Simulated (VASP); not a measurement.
Crystal: SnTe.

```
Sn Te
1.0
     0.00000    3.20649    3.20649
     3.20649    0.00000    3.20649
     3.20649    3.20649    0.00000
Sn Te
1 1
Direct
  0.00000 0.00000 0.00000
  0.50000 0.50000 0.50000
```

| Quantity | Value |
| --- | --- |
| Program | VASP 6.6.1 |
| Task | relaxation of cell and atoms |
| Functional | PBE |
| Dispersion | D3(BJ) |
| Potentials or basis | VASP PAW PBE potentials, release 64 (Sn_d, Te) |
| Cutoff | 600 eV |
| k mesh | 10 × 10 × 10 |
| Occupations | gaussian, width 0.01 eV |
| Spin | no spin polarisation |

At the start: pressure -1.9 GPa; volume 32.97 Å³/atom.

Question: Where does the relaxation end?

Answer: Over 3 steps the energy falls by 10.1 meV/atom and the volume is 31.38 Å³/atom (-4.8 %); space group Fm-3m (No. 225, to 0.05 Å).

Step by step:
```
step  energy change (eV)  largest force (eV/Å)  pressure (GPa)  volume (Å³)
   1              0.0000                0.0000           -1.90        65.94
   2             -0.0196                0.0000            0.37        62.28
   3             -0.0202                0.0000            0.01        62.76
```

Final structure:
```cif
data_structure
_symmetry_space_group_name_H-M 'P 1'
_symmetry_Int_Tables_number 1
_cell_length_a 4.4606
_cell_length_b 4.4606
_cell_length_c 4.4606
_cell_angle_alpha 60.000
_cell_angle_beta 60.000
_cell_angle_gamma 60.000
_cell_volume 62.76
loop_
_atom_site_label
_atom_site_type_symbol
_atom_site_fract_x
_atom_site_fract_y
_atom_site_fract_z
_atom_site_occupancy
Sn1 Sn 0.00000 0.00000 0.00000 1
Te1 Te 0.50000 0.50000 0.50000 1
```
